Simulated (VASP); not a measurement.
Set up this calculation in VASP 6.6.1, as the native input.

```
Task                   : single point
Functional             : PBE
Dispersion             : D3(BJ)
Potentials or basis    : VASP PAW PBE potentials, release 64 (P)
Cutoff                 : 520 eV
k mesh                 : 16 × 16 × 12
Occupations            : gaussian, width 0.15 eV
Spin                   : no spin polarisation
Dipole correction      : no
Further INCAR settings : ALGO = Normal; EDIFF = 1e-06; NBANDS = 18
```

The structure of P lies in POSCAR:

```
P
1.0
    1.5633075307     -4.7952941468      0.0000000000
    1.5633075307      4.7952941468      0.0000000000
    0.0000000000      0.0000000000      4.7054005239
P
4
Direct
    0.1063803446      0.8936196554      0.9280972034
    0.6063803446      0.3936196554      0.5719027966
    0.8936196554      0.1063803446      0.0719027966
    0.3936196554      0.6063803446      0.4280972034
```

This cell differs from its parent crystal: ratio of the length along z to the lengths across it x 1.2, volume and fractional coordinates fixed.

One way to write it, as run:

INCAR

```
SYSTEM = P
ALGO     = Normal         ! electronic algorithm
EDIFF    = 1E-6           ! SCF threshold, eV
ENCUT    = 520            ! plane-wave cutoff, eV
GGA      = PE             ! functional
ISIF     = 2              ! what is computed and relaxed
ISMEAR   = 0              ! smearing method
IVDW     = 12             ! dispersion correction
LASPH    = .TRUE.         ! aspherical terms in the spheres
LCHARG   = .FALSE.        ! write CHGCAR
LREAL    = .FALSE.        ! projectors in reciprocal space
LWAVE    = .FALSE.        ! write WAVECAR
NBANDS   = 18             ! bands
NELM     = 60             ! most SCF steps
PREC     = Accurate       ! precision mode
SIGMA    = 0.15           ! smearing width, eV
```

KPOINTS

```
k-points
0
G
  16 16 12
  0 0 0
```

Potentials or basis: VASP PAW PBE potentials, release 64 (P).

Launch:

```console
$ cat potpaw_PBE.64/P/POTCAR > POTCAR
$ mpirun -np 1 vasp_std > vasp.out
```

Results of the run:

The pressure is 1.2 GPa. The largest force is 1.776 eV/Å, the band gap on the k mesh is zero (bands 10 and 11 overlap by 1.25 eV) and the dispersion energy per atom is -0.397 eV.

Caveat: the stress differs along the axes, from -13 to 11 GPa; forces of over 1 eV/Å act on the atoms, so gaps and moduli don't describe the material at rest.

Run time: 4.1 min on 1 thread of Intel(R) Xeon(R) 6975P-C (Granite Rapids), with other jobs on the host, peak memory 0.56 GiB.
